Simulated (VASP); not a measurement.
# As (Im-3m) in VASP: notebook, part 2 of 3

VASP 6.6.1.

## Step 3: Single point, PBE (volume scaled by 0.4)

The input, INCAR:

```
PREC = Accurate
ENCUT = 520
EDIFF = 1E-6
ISMEAR = -1
SIGMA = 0.05
LREAL = False
LASPH = True
NELM = 100
ALGO = Normal
ISIF = 2
LWAVE = False
LCHARG = False
GGA = PE
NBANDS = 8
```

The input, KPOINTS:

```
regular mesh
0
Gamma
  16 16 16
```

The input, POSCAR:

```
As
1.0
   -1.2407682683      1.2407682683      1.2407682683
    1.2407682683     -1.2407682683      1.2407682683
    1.2407682683      1.2407682683     -1.2407682683
As
1
Direct
    0.0000000000      0.0000000000      0.0000000000
```

Potentials or basis: VASP PAW PBE potentials, release 64 (As).

The run is started by

```
$ cat potpaw_PBE.64/As/POTCAR > POTCAR
$ mpirun -np 1 vasp_std > vasp.out
```

OUTCAR:

```text
PREC = Accurate
   ENCUT = 520
   EDIFF = 1E-6
   ISMEAR = -1
   LREAL = False
   LASPH = True
   NELM = 100
   ISIF = 2
   GGA = PE

 ion  position               nearest neighbor table
   1  0.000  0.000  0.000-

  LATTYP: Found a body centered cubic cell.
 ALAT       =     2.4815365366

  Lattice vectors:

 A1 = (  -1.2407682683,   1.2407682683,   1.2407682683)
 A2 = (   1.2407682683,  -1.2407682683,   1.2407682683)
 A3 = (   1.2407682683,   1.2407682683,  -1.2407682683)

Analysis of symmetry for initial positions (statically):
=====================================================================
 Subroutine PRICEL returns:
 Original cell was already a primitive cell.

 Routine SETGRP: Setting up the symmetry group for a
 body centered cubic supercell.

 Subroutine GETGRP returns: Found 48 space group operations
 (whereof 48 operations were pure point group operations)
 out of a pool of 48 trial point group operations.

The static configuration has the point symmetry O_h .

Analysis of symmetry for dynamics (positions and initial velocities):
=====================================================================
 Subroutine PRICEL returns:
 Original cell was already a primitive cell.

 Routine SETGRP: Setting up the symmetry group for a
 body centered cubic supercell.

 Subroutine GETGRP returns: Found 48 space group operations
 (whereof 48 operations were pure point group operations)
 out of a pool of 48 trial point group operations.

The dynamic configuration has the point symmetry O_h .

 Subroutine INISYM returns: Found 48 space group operations
 (whereof 48 operations are pure point group operations),
 and found     1 'primitive' translations

----------------------------------------------------------------------------------------

                                     Primitive cell

  volume of cell :       7.6407

  direct lattice vectors                    reciprocal lattice vectors
    -1.240768268  1.240768268  1.240768268     0.000000000  0.402976134  0.402976134
     1.240768268 -1.240768268  1.240768268     0.402976134  0.000000000  0.402976134
     1.240768268  1.240768268 -1.240768268     0.402976134  0.402976134  0.000000000

  length of vectors
     2.149073681  2.149073681  2.149073681     0.569894314  0.569894314  0.569894314

  position of ions in fractional coordinates (direct lattice)
     0.000000000  0.000000000  0.000000000

  ion indices of the primitive-cell ions
   primitive index   ion index
                 1           1

----------------------------------------------------------------------------------------

 KPOINTS: regular mesh

Automatic generation of k-mesh.
 Grid dimensions read from file:
 generate k-points for:   16   16   16

 Generating k-lattice:

  Cartesian coordinates                     Fractional coordinates (reciprocal lattice)
     0.000000000  0.025186008  0.025186008     0.062500000  0.000000000  0.000000000
     0.025186008  0.000000000  0.025186008     0.000000000  0.062500000  0.000000000
     0.025186008  0.025186008  0.000000000     0.000000000  0.000000000  0.062500000

  Length of vectors
     0.035618395  0.035618395  0.035618395

  Shift w.r.t. Gamma in fractional coordinates (k-lattice)
     0.000000000  0.000000000  0.000000000

 Subroutine IBZKPT returns following result:
 ===========================================

 Found    145 irreducible k-points:

 Following reciprocal coordinates:
            Coordinates               Weight
  0.000000  0.000000  0.000000      1.000000
  0.062500  0.000000  0.000000     12.000000
  0.125000  0.000000  0.000000     12.000000
  0.187500  0.000000  0.000000     12.000000
  0.250000  0.000000  0.000000     12.000000
  0.312500  0.000000  0.000000     12.000000
[... 16 lines left out ...]
  0.187500  0.187500  0.000000     24.000000
  0.250000  0.187500  0.000000     48.000000
 [... further k-points ...]
   k-points           NKPTS =    145   k-points in BZ     NKDIM =    145   number of bands    NBANDS=      8
   number of dos      NEDOS =    301   number of ions     NIONS =      1
   total plane-waves  NPLWV =   4096
   dimension x,y,z NGX =    16 NGY =   16 NGZ =   16
   dimension x,y,z NGXF=    32 NGYF=   32 NGZF=   32
   ions per type =               1
   NGX,Y,Z   is equivalent  to a cutoff of  12.38, 12.38, 12.38 a.u.
   NGXF,Y,Z  is equivalent  to a cutoff of  24.75, 24.75, 24.75 a.u.
 SYSTEM =  unknown system
   PREC   = accura    normal or accurate (medium, high low for compatibility)
   ISTART =      0    job   : 0-new  1-cont  2-samecut
   ICHARG =      2    charge: 1-file 2-atom 10-const
   ISPIN  =      1    spin polarized calculation?
   LNONCOLLINEAR =      F non collinear calculations
   LSORBIT =      F    spin-orbit coupling
   LASPH  =      T    aspherical Exc in radial PAW
   ENCUT  =  520.0 eV  38.22 Ry    6.18 a.u.   4.00  4.00  4.00*2*pi/ulx,y,z
   NELM   =    100;   NELMIN=  2; NELMDL= -5     # of ELM steps
   EDIFF  = 0.1E-05   stopping-criterion for ELM
   LREAL  =      F    real-space projection
   EDIFFG = 0.1E-04   stopping-criterion for IOM
   NSW    =      0    number of steps for IOM
   IBRION =     -1    ionic relax: 0-MD 1-quasi-New 2-CG
   NFREE  =      0    steps in history (QN), initial steepest desc. (CG)
   ISIF   =      2    stress and relaxation
   ISYM   =      2    0-nonsym 1-usesym 2-fastsym
   POTIM  = 0.5000    time-step for ionic-motion
   TEBEG  =    0.0;   TEEND  =   0.0 temperature during run
   PSTRESS=    0.0 pullay stress
   NELECT =       5.0000    total number of electrons
   NUPDOWN=      -1.0000    fix difference up-down
   EMIN   =  10.00;   EMAX   =-10.00  energy-range for DOS
   EFERMI =   0.00;   METHOD = LEGACY
   ISMEAR =    -1;   SIGMA  =   0.05  broadening in eV -4-tet -1-fermi 0-gaus
   EFERMI_NEDOS =   21; number of points for ismear=-14 and -15
   IALGO  =     38    algorithm
   IMIX   =      4    mixing-type and parameters
     AMIX     =   0.40;   BMIX     =  1.00
     AMIX_MAG =   1.60;   BMIX_MAG =  1.00
  volume/ion in A,a.u.               =       7.64        51.56
  Fermi-wavevector in a.u.,A,eV,Ry     =   1.421306  2.685878 27.485263  2.020110
  Thomas-Fermi vector in A             =   2.542129
   LORBIT       =      0    0 simple, 1 ext, 2 COOP (PROOUT), +10 PAW based schemes
   GGA     = PE    functional components
   LHFCALC =     F    Hartree Fock is set to
   AEXX    =    0.0000 exact exchange contribution
   IVDW    =     0    specifies the selected vdW correction
   LEPSILON=     F    determine dielectric tensor
   LRPA    =     F    only Hartree local field effects (RPA)
 non-spin polarized calculation
  energy-cutoff  :      520.00
  volume of cell :        7.64
 maximum number of plane-waves:       236
   NGX =  7   NGY =  7   NGZ =  7

 number of electron       4.9999999 magnetization

 Free energy of the ion-electron system (eV)
  ---------------------------------------------------
  ext. energy  EPLUGINS =         0.00000000
  ---------------------------------------------------
  free energy    TOTEN  =         4.50578116 eV

  energy without entropy =        4.50684227  energy(sigma->0) =        4.50631172

 E-fermi :  22.4441     XC(G=0): -15.2123

 val. band max:       22.3883713695   @ k =  -0.2500   0.3125   0.1875
 cond. band min:      22.4564663454   @ k =  -0.4375   0.4375   0.4375
 fundamental gap:      0.0680949759
 Fermi energy:        22.4441356561

 k-point     1 :       0.0000    0.0000    0.0000
  band No.  band energies     occupation
      1      -5.9532      2.00000
      2      40.9876      0.00000
      3      40.9876      0.00000
      4      40.9876      0.00000
      5      41.1744      0.00000
      6      41.1744      0.00000
      7      41.1744      0.00000
      8      42.0365      0.00000

 k-point     2 :       0.0625    0.0000    0.0000
  band No.  band energies     occupation
      1      -5.7559      2.00000
      2      36.7728      0.00000
      3      38.3565      0.00000
      4      39.2309      0.00000
      5      39.6354      0.00000
      6      40.7744      0.00000
      7      41.8465      0.00000
      8      43.1911      0.00000
[... 221 lines left out ...]
 k-point    23 :       0.1875    0.1875    0.0000
  band No.  band energies     occupation
      1      -0.5719      2.00000
      2      21.3834      2.00000
      3      21.7264      2.00000
      4      30.0059      0.00000
      5      38.6783      0.00000
      6      40.2660      0.00000
      7      46.8817      0.00000
      8      48.3840      0.00000

 k-point    24 :       0.2500    0.1875    0.0000
  band No.  band energies     occupation
      1       1.4346      2.00000
      2      17.3854      2.00000
      3      20.3963      2.00000
      4      28.9284      0.00000
      5      38.3652      0.00000
      6      41.3152      0.00000
      7      46.8380      0.00000
      8      51.3815      0.00000

 [... further k-points ...]
[... 5 lines left out ...]
  --------------------------------------------------------------------------------------
  -------------------------------------------------------------------------------------
  Total       27.2595493     27.2595493     27.2595493     -0.0000000     -0.0000000      0.0000000
  in kB     5716.0659090   5716.0659090   5716.0659090     -0.0000000     -0.0000000      0.0000000
  external PRESSURE =    5716.0659090 kB  Pullay stress =       0.0000000 kB

 VOLUME and BASIS-vectors are now :
 -----------------------------------------------------------------------------
  energy-cutoff  :      520.00
  volume of cell :        7.64
      direct lattice vectors                 reciprocal lattice vectors
    -1.240768268  1.240768268  1.240768268     0.000000000  0.402976134  0.402976134
     1.240768268 -1.240768268  1.240768268     0.402976134  0.000000000  0.402976134
     1.240768268  1.240768268 -1.240768268     0.402976134  0.402976134  0.000000000

 POSITION                                       TOTAL-FORCE (eV/Angst)
 -----------------------------------------------------------------------------------
      0.00000      0.00000      0.00000         0.000000      0.000000     -0.000000
 -----------------------------------------------------------------------------------
    total drift:                               -0.000000     -0.000000      0.000000

  FREE ENERGIE OF THE ION-ELECTRON SYSTEM (eV)
  ---------------------------------------------------
  free  energy   TOTEN  =         4.5057811645 eV

  energy  without entropy=        4.5068422749  energy(sigma->0) =        4.50631172
```

Wall time 5.1 s (1 thread of Intel Xeon Platinum 8375C at 2.90GHz (Ice Lake), shared host); peak memory 0.11 GiB.

What came out:

```
Free energy : 4.5058 eV
Pressure    : 571.6 GPa
```

Levels at points of the mesh, in eV from the Fermi level:
```csv
k point,band 1,band 2,band 3,band 4,band 5,band 6,band 7
"(0.00, 0.00, 0.00)",-28.40,18.54,18.54,18.54,18.73,18.73,18.73
"(0.50, 0.00, 0.00)",-16.48,-14.52,5.56,7.84,9.58,13.83,30.22
"(0.50, 0.50, 0.50)",-5.79,-5.79,-5.79,-0.29,-0.29,1.90,36.51
```

## Step 4: Single point, PBE (volume scaled by 0.45)

The input, INCAR:

```
SYSTEM = As
  ALGO = Normal
  EDIFF = 1E-6
  ENCUT = 520
  GGA = PE
  ISIF = 2
  ISMEAR = -1
  LASPH = .TRUE.
  LCHARG = .FALSE.
  LREAL = .FALSE.
  LWAVE = .FALSE.
  NBANDS = 8
  NELM = 100
  PREC = Accurate
  SIGMA = 0.05
```

The input, KPOINTS:

```
k-points
0
G
  16 16 16
  0 0 0
```

The input, POSCAR:

```
As
1.0
   -1.2904510015      1.2904510015      1.2904510015
    1.2904510015     -1.2904510015      1.2904510015
    1.2904510015      1.2904510015     -1.2904510015
As
1
Direct
    0.0000000000      0.0000000000      0.0000000000
```

Potentials or basis: VASP PAW PBE potentials, release 64 (As).

The run is started by

```
$ cat potpaw_PBE.64/As/POTCAR > POTCAR
$ mpirun -np 1 vasp_std > vasp.out
```

OUTCAR:

```text
SYSTEM = As
   EDIFF = 1E-6
   ENCUT = 520
   GGA = PE
   ISIF = 2
   ISMEAR = -1
   LASPH = .TRUE.
   LREAL = .FALSE.
   NELM = 100
   PREC = Accurate

 ion  position               nearest neighbor table
   1  0.000  0.000  0.000-

  LATTYP: Found a body centered cubic cell.
 ALAT       =     2.5809020030

  Lattice vectors:

 A1 = (  -1.2904510015,   1.2904510015,   1.2904510015)
 A2 = (   1.2904510015,  -1.2904510015,   1.2904510015)
 A3 = (   1.2904510015,   1.2904510015,  -1.2904510015)

Analysis of symmetry for initial positions (statically):
=====================================================================
 Subroutine PRICEL returns:
 Original cell was already a primitive cell.

 Routine SETGRP: Setting up the symmetry group for a
 body centered cubic supercell.

 Subroutine GETGRP returns: Found 48 space group operations
 (whereof 48 operations were pure point group operations)
 out of a pool of 48 trial point group operations.

The static configuration has the point symmetry O_h .

Analysis of symmetry for dynamics (positions and initial velocities):
=====================================================================
 Subroutine PRICEL returns:
[... 152 lines left out ...]

  energy without entropy =        1.72095983  energy(sigma->0) =        1.72025651

 E-fermi :  19.6062     XC(G=0): -14.5962

 val. band max:       19.5355152407   @ k =  -0.4375   0.4375   0.1875
 cond. band min:      19.6367616407   @ k =   0.1875   0.1250   0.1250
 fundamental gap:      0.1012464000
 Fermi energy:        19.6062201477

 k-point     1 :       0.0000    0.0000    0.0000
  band No.  band energies     occupation
      1      -6.4069      2.00000
      2      35.7728      0.00000
      3      35.7728      0.00000
      4      35.7728      0.00000
      5      37.3870      0.00000
      6      37.3870      0.00000
      7      37.3870      0.00000
      8      39.0507      0.00000
[... 243 lines left out ...]
 k-point    24 :       0.2500    0.1875    0.0000
  band No.  band energies     occupation
      1       0.3778      2.00000
      2      14.9548      2.00000
      3      17.7212      2.00000
      4      25.6577      0.00000
      5      34.8088      0.00000
      6      37.1956      0.00000
      7      42.4947      0.00000
      8      46.8130      0.00000

 [... further k-points ...]
[... 5 lines left out ...]
  --------------------------------------------------------------------------------------
  -------------------------------------------------------------------------------------
  Total       20.3080022     20.3080022     20.3080022      0.0000000      0.0000000     -0.0000000
  in kB     3785.2383970   3785.2383970   3785.2383970      0.0000000      0.0000000     -0.0000000
  external PRESSURE =    3785.2383970 kB  Pullay stress =       0.0000000 kB

 VOLUME and BASIS-vectors are now :
 -----------------------------------------------------------------------------
  energy-cutoff  :      520.00
  volume of cell :        8.60
      direct lattice vectors                 reciprocal lattice vectors
    -1.290451001  1.290451001  1.290451001     0.000000000  0.387461437  0.387461437
     1.290451001 -1.290451001  1.290451001     0.387461437  0.000000000  0.387461437
     1.290451001  1.290451001 -1.290451001     0.387461437  0.387461437  0.000000000

 POSITION                                       TOTAL-FORCE (eV/Angst)
 -----------------------------------------------------------------------------------
      0.00000      0.00000      0.00000        -0.000000      0.000000     -0.000000
 -----------------------------------------------------------------------------------
    total drift:                                0.000000     -0.000000     -0.000000

  FREE ENERGIE OF THE ION-ELECTRON SYSTEM (eV)
  ---------------------------------------------------
  free  energy   TOTEN  =         1.7195531925 eV

  energy  without entropy=        1.7209598254  energy(sigma->0) =        1.72025651
```

Wall time 7.3 s (1 thread of Intel Xeon Platinum 8375C at 2.90GHz (Ice Lake), shared host); peak memory 0.12 GiB.

Results:

```yaml
Free_energy: 1.7196 eV
Pressure: 378.5 GPa
```

[end of part 2 of 3]
